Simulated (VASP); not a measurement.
BAs, 2 atoms in the cell. The structure is tetragonal, space group I-4m2 (No. 119). Conventional cell: a = 3.378 Å, b = 3.378 Å, c = 4.944 Å, α = 90.00°, β = 90.00°, γ = 90.00°. Within 2.8 Å of B (site symmetry -4m2) lie 4 As at 2.09 Å. Within 2.8 Å of As (site symmetry -4m2) lie 4 B at 2.09 Å.  This cell differs from its parent crystal: strain +0.0350 x Voigt [1, 0, 0, 0, 0, 0].

| Property | Result |
| --- | --- |
| Program | VASP 6.6.1 |
| Task | single point |
| Functional | PBE |
| Potentials or basis | VASP PAW PBE potentials, release 64 (B, As) |
| Cutoff | 520 eV |
| k mesh | 10 × 10 × 10 |
| Occupations | gaussian, width 0.05 eV |
| Spin | no spin polarisation |
| Dipole correction | no |
| Further INCAR settings | ALGO = Normal; EDIFF = 1e-06; NBANDS = 11 |

Potentials or basis: VASP PAW PBE potentials, release 64 (B, As).

Launch:

```bash
$ cat potpaw_PBE.64/B/POTCAR potpaw_PBE.64/As/POTCAR > POTCAR
$ mpirun -np 1 vasp_std > vasp.out
```

Hardware: 1 thread of Intel(R) Xeon(R) 6975P-C (Granite Rapids), with other jobs on the host.

Q: Estimate the wall time of this run.

A: It took 13 s on 1 thread of Intel(R) Xeon(R) 6975P-C (Granite Rapids), with other jobs on the host, peak memory 0.17 GiB. Counts: scf iterations 12, k points 102.
